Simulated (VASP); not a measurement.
# Cu (Fm-3m) in VASP: a series of runs, part 2 of 2

VASP 6.6.1.

## 3. Single point, PBEsol

INCAR reads:

```
PREC = Accurate
ENCUT = 520
EDIFF = 1E-6
ISMEAR = -1
SIGMA = 0.15
LREAL = False
LASPH = True
NELM = 80
ALGO = Normal
ISIF = 2
LWAVE = False
LCHARG = False
GGA = PS
NBANDS = 12
```

KPOINTS reads:

```
regular mesh
0
Gamma
  16 16 16
```

POSCAR reads:

```
Cu
1.0
    0.0000000000      1.7820435798      1.7820435798
    1.7820435798      0.0000000000      1.7820435798
    1.7820435798      1.7820435798      0.0000000000
Cu
1
Direct
    0.0000000000      0.0000000000      0.0000000000
```

Potentials or basis: VASP PAW PBE potentials, release 64 (Cu).

On the command line:

```
$ cat potpaw_PBE.64/Cu/POTCAR > POTCAR
$ mpirun -np 1 vasp_std > vasp.out
```

OUTCAR:

```text
PREC = Accurate
   ENCUT = 520
   EDIFF = 1E-6
   ISMEAR = -1
   LREAL = False
   LASPH = True
   NELM = 80
   ISIF = 2
   GGA = PS

 ion  position               nearest neighbor table
   1  0.000  0.000  0.000-

  LATTYP: Found a face centered cubic cell.
 ALAT       =     3.5640871596

  Lattice vectors:

 A1 = (   0.0000000000,   1.7820435798,   1.7820435798)
 A2 = (   1.7820435798,   0.0000000000,   1.7820435798)
 A3 = (   1.7820435798,   1.7820435798,   0.0000000000)

Analysis of symmetry for initial positions (statically):
=====================================================================
 Subroutine PRICEL returns:
 Original cell was already a primitive cell.

 Routine SETGRP: Setting up the symmetry group for a
 face centered cubic supercell.

 Subroutine GETGRP returns: Found 48 space group operations
 (whereof 48 operations were pure point group operations)
 out of a pool of 48 trial point group operations.

The static configuration has the point symmetry O_h .

[... 165 lines left out ...]
  band No.  band energies     occupation
      1      -1.7812      2.00000
      2       4.7739      2.00000
      3       4.7739      2.00000
      4       4.7739      2.00000
      5       5.6624      2.00000
      6       5.6624      2.00000
      7      30.8608      0.00000
      8      33.8074      0.00000
      9      33.8074      0.00000
     10      33.8074      0.00000
     11      36.3247      0.00000
     12      36.3247      0.00000
[... 331 lines left out ...]
 k-point    24 :      -0.0625    0.0625    0.0000
  band No.  band energies     occupation
      1      -1.3920      2.00000
      2       4.6814      2.00000
      3       4.8442      2.00000
      4       4.8584      2.00000
      5       5.5943      2.00000
      6       5.6763      2.00000
      7      28.9867      0.00000
      8      30.2144      0.00000
      9      32.7797      0.00000
     10      34.3603      0.00000
     11      36.5162      0.00000
     12      37.1242      0.00000

 [... further k-points ...]

------------------------ aborting loop because EDIFF is reached ----------------------------------------

  FORCE on cell =-STRESS in cart. coord.  units (eV):
  Direction    XX          YY          ZZ          XY          YZ          ZX
  --------------------------------------------------------------------------------------
  -------------------------------------------------------------------------------------
  Total        0.0534453      0.0534453      0.0534453     -0.0000000      0.0000000     -0.0000000
  in kB        7.5654557      7.5654557      7.5654557     -0.0000000      0.0000000     -0.0000000
  external PRESSURE =       7.5654557 kB  Pullay stress =       0.0000000 kB

 VOLUME and BASIS-vectors are now :
 -----------------------------------------------------------------------------
  energy-cutoff  :      520.00
  volume of cell :       11.32
      direct lattice vectors                 reciprocal lattice vectors
     0.000000000  1.782043580  1.782043580    -0.280576752  0.280576752  0.280576752
     1.782043580  0.000000000  1.782043580     0.280576752 -0.280576752  0.280576752
     1.782043580  1.782043580  0.000000000     0.280576752  0.280576752 -0.280576752

 POSITION                                       TOTAL-FORCE (eV/Angst)
 -----------------------------------------------------------------------------------
      0.00000      0.00000      0.00000         0.000000      0.000000      0.000000
 -----------------------------------------------------------------------------------
    total drift:                               -0.000000     -0.000000     -0.000000

  FREE ENERGIE OF THE ION-ELECTRON SYSTEM (eV)
  ---------------------------------------------------
  free  energy   TOTEN  =        -4.3195937461 eV

  energy  without entropy=       -4.2973352775  energy(sigma->0) =       -4.30846451
```

OSZICAR:

```text
N       E                     dE             d eps       ncg     rms          rms(c)
DAV:   1     0.419922605831E+02    0.41992E+02   -0.53869E+03  3860   0.155E+03
DAV:   2    -0.409877226769E+01   -0.46091E+02   -0.42631E+02  3600   0.208E+02
DAV:   3    -0.541703328301E+01   -0.13183E+01   -0.13096E+01  3972   0.397E+01
DAV:   4    -0.542494383916E+01   -0.79106E-02   -0.79095E-02  3980   0.272E+00
DAV:   5    -0.542501498365E+01   -0.71144E-04   -0.71144E-04  4076   0.261E-01    0.847E+00
DAV:   6    -0.475605603983E+01    0.66896E+00   -0.17051E+01  4168   0.792E+01    0.417E+00
DAV:   7    -0.433459230968E+01    0.42146E+00   -0.25922E+00  4168   0.306E+01    0.597E-01
DAV:   8    -0.432136123106E+01    0.13231E-01   -0.52675E-03  4056   0.110E+00    0.313E-01
DAV:   9    -0.431958542748E+01    0.17758E-02   -0.95160E-03  4316   0.167E+00    0.227E-02
DAV:  10    -0.431959269238E+01   -0.72649E-05   -0.33311E-05  4976   0.946E-02    0.557E-03
DAV:  11    -0.431959373728E+01   -0.10449E-05   -0.41308E-07  2896   0.110E-02    0.326E-04
DAV:  12    -0.431959374614E+01   -0.88617E-08   -0.51733E-08  2120   0.248E-03
   1 F= -.43195937E+01 E0= -.43084645E+01  d E =-.222585E-01
```

stdout:

```text
POSCAR found type information on POSCAR Cu
 POSCAR found :  1 types and       1 ions
 scaLAPACK will be used
 -----------------------------------------------------------------------------
|                                                                             |
|                                                                             |
|     You enforced a specific xc type in the INCAR file but a different       |
|     I HOPE YOU KNOW WHAT YOU ARE DOING!                                     |
|                                                                             |
 -----------------------------------------------------------------------------

 LDA part: xc-table for (Slater+PW92), standard interpolation
 POSCAR, INCAR and KPOINTS ok, starting setup
 FFT: planning ... GRIDC
 FFT: planning ... GRID_SOFT
 FFT: planning ... GRID
 WAVECAR not read
 entering main loop
```

It took 39 s on 1 thread of Intel Xeon 6975P-C, shared host; peak memory 0.1 GiB.

Results:

- Free energy: -4.3196 eV
- Pressure: 0.8 GPa

Caveat: the PAW data sets were made with another functional, which shifts forces and pressure a little.

## 4. Relaxation of cell and atoms, PBEsol

This run uses another cell than the first one, of 12.16 Å³/atom, 1.074 times its volume.

INCAR reads:

```
SYSTEM = Cu
PREC     = Accurate       ! precision mode
ENCUT    = 600            ! plane-wave cutoff, eV
EDIFF    = 1E-7           ! SCF threshold, eV
ISMEAR   = 0              ! smearing method
SIGMA    = 0.1            ! smearing width, eV
LREAL    = .False.        ! projectors in reciprocal space
LASPH    = .True.         ! aspherical terms in the spheres
NELM     = 80             ! most SCF steps
ALGO     = Fast           ! electronic algorithm
ISIF     = 3              ! what is computed and relaxed
LWAVE    = .False.        ! write WAVECAR
LCHARG   = .False.        ! write CHGCAR
GGA      = PS             ! functional
IBRION   = 2              ! ionic algorithm
NSW      = 100            ! ionic steps
EDIFFG   = -0.05          ! ionic threshold
```

KPOINTS reads:

```
Automatic mesh
0
Gamma
  10 10 10
  0 0 0
```

POSCAR reads:

```
Cu
1.0
    0.0000000000      1.8250000000      1.8250000000
    1.8250000000      0.0000000000      1.8250000000
    1.8250000000      1.8250000000      0.0000000000
Cu
1
Direct
    0.0000000000      0.0000000000      0.0000000000
```

On the command line:

```
$ cat potpaw_PBE.64/Cu/POTCAR > POTCAR
$ mpirun -np 1 vasp_std > vasp.out
```

It took 57 s on 1 thread of Intel Xeon 6975P-C, shared host; peak memory 0.12 GiB.

Results (log left out):

```yaml
Free_energy: -4.2955 eV
Relaxed_volume: 11.37 Å³/atom
Relaxed_cell: a = 2.524 Å, b = 2.524 Å, c = 2.524 Å, α = 60.00°, β = 60.00°, γ = 60.00°
Space_group_after_relaxing_to_0.05_Å: Fm-3m (No. 225)
Energy_gained_by_relaxing: 24.2 meV/atom
Ionic_steps: 3
Pressure_after_relaxing: 0.0 GPa
```

Step by step:
| step | energy change (eV) | largest force (eV/Å) | pressure (GPa) | volume (Å³) |
| --- | --- | --- | --- | --- |
| 1 | 0.0000 | 0.0000 | -9.15 | 12.16 |
| 2 | -0.0169 | 0.0000 | 6.45 | 10.98 |
| 3 | -0.0242 | 0.0000 | -0.03 | 11.37 |

Final structure:
```
CELL_PARAMETERS angstrom
0.00000 1.78458 1.78458
1.78458 0.00000 1.78458
1.78458 1.78458 0.00000
ATOMIC_POSITIONS crystal
Cu 0.00000 0.00000 0.00000
```

Levels at points of the mesh, in eV from the Fermi level:
| k point | band 3 | band 4 | band 5 | band 6 | band 7 | band 8 | band 9 |
| --- | --- | --- | --- | --- | --- | --- | --- |
| (0.00, 0.00, 0.00) | -3.02 | -3.02 | -2.14 | -2.14 | 23.02 | 25.93 | 25.93 |
| (0.50, 0.00, 0.00) | -3.05 | -1.54 | -1.54 | -1.02 | 4.06 | 21.50 | 22.75 |
| (0.50, 0.50, 0.00) | -1.55 | -1.39 | -1.39 | 1.56 | 7.50 | 13.46 | 13.46 |

Caveat: the PAW data sets were made with another functional, which shifts forces and pressure a little.

## 5. Overview

```tsv
task	cell	k mesh	cutoff (eV)	smearing	gap on the mesh (eV)	pressure (GPa)
single point	a = 2.520 Å, angles 60.0°, 1 atom	16 × 16 × 16	520	gaussian 0.1 eV	none	0.8
single point	a = 2.520 Å, angles 60.0°, 1 atom	16 × 16 × 16	520	fermi-dirac 0.15 eV	none	0.8
relaxation of cell and atoms	relaxed from a = 2.581 Å, angles 60.0°, 1 atom	10 × 10 × 10	600	gaussian 0.1 eV	none	0.0
```

Alike in all rows: level PBEsol; potentials or basis VASP PAW PBE potentials, release 64 (Cu); no spin polarisation.

Caveats: the PAW data sets were made with another functional, which shifts forces and pressure a little.

Absolute energies hang on the potentials; compare differences alone.
